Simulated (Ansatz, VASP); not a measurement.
## Co in VASP and in Ansatz

```
CELL_PARAMETERS angstrom
2.54040 0.00000 0.00000
-1.27020 2.20005 0.00000
0.00000 0.00000 4.12346
ATOMIC_POSITIONS crystal
Co 0.33333 0.66667 0.25000
Co 0.66667 0.33333 0.75000
```

Change from the starting cell: volume scaled by 1.04, no spin polarisation, PAW files.

Alike in both runs: task single point; functional PBE; k mesh 15 × 15 × 8; occupations fermi-dirac, width 0.08 eV; no spin polarisation.

|  | VASP | Ansatz |
| --- | --- | --- |
| version | VASP 6.6.1 | Ansatz 0.2.0 |
| potentials or method | VASP PAW PBE potentials, release 64 (Co) | PAW with Ansatz's default frozen-core files, scalar-relativistic |
| plane-wave cutoff (eV) | 520 | 420 |
| valence electrons in the cell | 18 | 34 |

```tsv
	VASP	Ansatz	Ansatz less VASP
pressure (GPa)	-21.1	-21.0	+0.11
traceless stress, the component that is largest in VASP (GPa)	-1.34	-1.31	+0.036
```

With one functional, cell and mesh, what is left measures potentials, basis and numerics. VASP's potentials hold 18 valence electrons a cell and Ansatz's 34, so a difference there can come from the potentials and not from the codes.
